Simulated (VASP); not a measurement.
Set up this calculation in VASP 6.6.1, as the native input.

* Task: relaxation of cell and atoms
* Functional: PBE
* Potentials or basis: VASP PAW PBE potentials, release 64 (Re, Pb_d)
* Cutoff: 600 eV
* k mesh: 12 × 12 × 12
* Occupations: gaussian, width 0.1 eV
* Spin: no spin polarisation
* Dipole correction: no
* Further INCAR settings: ALGO = Fast; EDIFF = 1e-06; IBRION = 2; EDIFFG = -0.01; NSW = 100; ISIF = 3

The structure of RePb lies in POSCAR:

```
RePb
1.0
    0.0000000000      3.4230182518      3.4230182518
    3.4230182518      0.0000000000      3.4230182518
    3.4230182518      3.4230182518      0.0000000000
Re Pb
2 2
Direct
    0.0000000000      0.0000000000      0.0000000000
    0.2500000000      0.2500000000      0.2500000000
    0.5000000000      0.5000000000      0.5000000000
    0.7500000000      0.7500000000      0.7500000000
```

These files were run (other wordings do the same):

INCAR

```
SYSTEM = RePb
PREC = Accurate
ENCUT = 600
EDIFF = 1E-6
ISMEAR = 0
SIGMA = 0.1
LREAL = .FALSE.
LASPH = .TRUE.
NELM = 100
ALGO = Fast
ISIF = 3
LWAVE = .FALSE.
LCHARG = .FALSE.
GGA = PE
IBRION = 2
NSW = 100
EDIFFG = -0.01
```

KPOINTS

```
regular mesh
0
G
  12 12 12
  0 0 0
```

Potentials or basis: VASP PAW PBE potentials, release 64 (Re, Pb_d).

Command:

```bash
$ cat potpaw_PBE.64/Re/POTCAR potpaw_PBE.64/Pb_d/POTCAR > POTCAR
$ mpirun -np 1 vasp_std > vasp.out
```

Results of the run:

- Relaxed volume: 19.98 Å³/atom
- Relaxed cell: a = 4.835 Å, b = 4.835 Å, c = 4.835 Å, α = 60.00°, β = 60.00°, γ = 60.00°
- Space group after relaxing (to 0.1 Å): Fd-3m (No. 227)
- Energy gained by relaxing: 0.1 meV/atom
- Ionic steps: 3
- Pressure after relaxing: 0.0 GPa
- Band gap on the k mesh: zero (bands 21 and 22 overlap by 1.09 eV)

Caveat: spin-orbit coupling is left out, which moves the levels of the heavy elements.

Wall time 10 min on 1 thread of Intel(R) Xeon(R) 6975P-C (Granite Rapids) (shared host), peak memory 0.36 GiB.
